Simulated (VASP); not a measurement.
La, 1 atom in the cell. The structure is cubic, space group Im-3m (No. 229). Conventional cell: a = 4.248 Å, b = 4.248 Å, c = 4.248 Å, α = 90.00°, β = 90.00°, γ = 90.00°. La (site symmetry m-3m) has 14 La at 3.68 to 4.25 Å within 4.8 Å. 

| Item | Value |
| --- | --- |
| Program | VASP 6.6.1 |
| Task | relaxation of cell and atoms |
| Functional | PBEsol |
| Potentials or basis | VASP PAW PBE potentials, release 64 (La) |
| Cutoff | 600 eV |
| k mesh | 12 × 12 × 12 |
| Occupations | fermi-dirac, width 0.08 eV |
| Spin | no spin polarisation |
| Dipole correction | no |
| Further INCAR settings | ALGO = Normal; EDIFF = 1e-07; IBRION = 2; EDIFFG = -0.002; NSW = 100; ISIF = 3 |

Potentials or basis: VASP PAW PBE potentials, release 64 (La).

Launch:

```bash
$ cat potpaw_PBE.64/La/POTCAR > POTCAR
$ mpirun -np 1 vasp_std > vasp.out
```

Hardware: 1 thread of Intel(R) Xeon(R) Platinum 8259CL CPU @ 2.50GHz (Skylake/Cascade Lake) (shared host).

Q: How long does it take, and how much memory?

A: It took 3 min on 1 thread of Intel(R) Xeon(R) Platinum 8259CL CPU @ 2.50GHz (Skylake/Cascade Lake), with other jobs on the host, peak memory 0.21 GiB. Counts: scf iterations 47, k points 72, ion steps 5.
